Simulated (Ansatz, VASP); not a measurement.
Ti2O: VASP beside Ansatz

File POSCAR:

```
Ti2O
1.0
    2.9193980238      0.0000000000      0.0000000000
   -1.4596990119      2.5282728524      0.0000000000
    0.0000000000      0.0000000000      4.7130000000
Ti O
2 1
Direct
    0.6666666667      0.3333333333      0.2787400000
    0.3333333333      0.6666666667      0.7212600000
    0.0000000000      0.0000000000      0.0000000000
```

File INCAR.step1:

```
SYSTEM = Ti2O
PREC     = Accurate       ! precision mode
ENCUT    = 660            ! plane-wave cutoff, eV
ISMEAR   = 0              ! smearing method
SIGMA    = 0.1            ! smearing width, eV
LREAL    = .False.        ! projectors in reciprocal space
LASPH    = .True.         ! aspherical terms in the spheres
NELM     = 120            ! most SCF steps
NBANDS   = 22             ! bands
GGA      = PE             ! functional
ALGO     = Normal         ! electronic algorithm
EDIFF    = 1E-5           ! SCF threshold, eV
LWAVE    = .True.         ! write WAVECAR
LCHARG   = .False.        ! write CHGCAR
GGA_COMPAT= .False.
```

File INCAR.step2:

```
SYSTEM = Ti2O
PREC     = Accurate       ! precision mode
ENCUT    = 660            ! plane-wave cutoff, eV
EDIFF    = 1E-6           ! SCF threshold, eV
ISMEAR   = 0              ! smearing method
SIGMA    = 0.1            ! smearing width, eV
LREAL    = .False.        ! projectors in reciprocal space
LASPH    = .True.         ! aspherical terms in the spheres
NELM     = 120            ! most SCF steps
ALGO     = Normal         ! electronic algorithm
ISIF     = 2              ! what is computed and relaxed
LWAVE    = .False.        ! write WAVECAR
LCHARG   = .True.         ! write CHGCAR
METAGGA  = R2SCAN         ! meta-GGA
LMIXTAU  = .True.       
LELF     = .True.         ! ELF
LVHAR    = .True.       
NBANDS   = 22             ! bands
ISTART   = 1            
GGA_COMPAT= .False.
```

KPOINTS

```
regular mesh
0
Gamma
  12 12 8
  0 0 0
```

Input for Ansatz:

```yaml
crystal:
  lattice:
    - [2.9193980238, 0.0, 0.0]
    - [-1.4596990119, 2.5282728524, 0.0]
    - [0.0, 0.0, 4.713]
  atoms:
    - { symbol: Ti, position: [0.6666666667, 0.3333333333, 0.27874] }
    - { symbol: Ti, position: [0.3333333333, 0.6666666667, 0.72126] }
    - { symbol: O, position: [0.0, 0.0, 0.0] }
basis:
  ecutwfc: 500
kpoints:
  mp_grid: { grid: [12, 12, 8] }
hamiltonian:
  xc: r2scan
scf:
  occupations: { method: gaussian, width: 0.1 }
output:
  forces: true
  stress: true
  eigenvalues: true
```

Alike in both runs: task single point; functional r2SCAN; k mesh 12 × 12 × 8; occupations gaussian, width 0.1 eV; no spin polarisation.

|  | VASP | Ansatz |
| --- | --- | --- |
| version | VASP 6.6.1 | Ansatz 0.2.0 |
| potentials or method | VASP PAW PBE potentials, release 64 (Ti_sv, O), cutoff 660 eV | scalar-relativistic, plane waves, PAW |
| valence electrons in the cell | 30 | 30 |

|  | VASP | Ansatz | Ansatz less VASP |
| --- | --- | --- | --- |
| gap on the k mesh at the Fermi level (eV) | none | none | - |
| pressure (GPa) | 10.0 | 9.0 | -0.96 |
| traceless stress, the component that is largest in VASP (GPa) | 5.12 | 5.08 | -0.042 |
| rms of the force components (eV/Å) | 0.472 | 0.493 | +0.0203 |

VASP's potentials were made for PBE, not for r2SCAN. Atom by atom the forces differ by 0.020 eV/Å (rms over components). A gap of «none» marks a metal or a gap that the smearing closes.
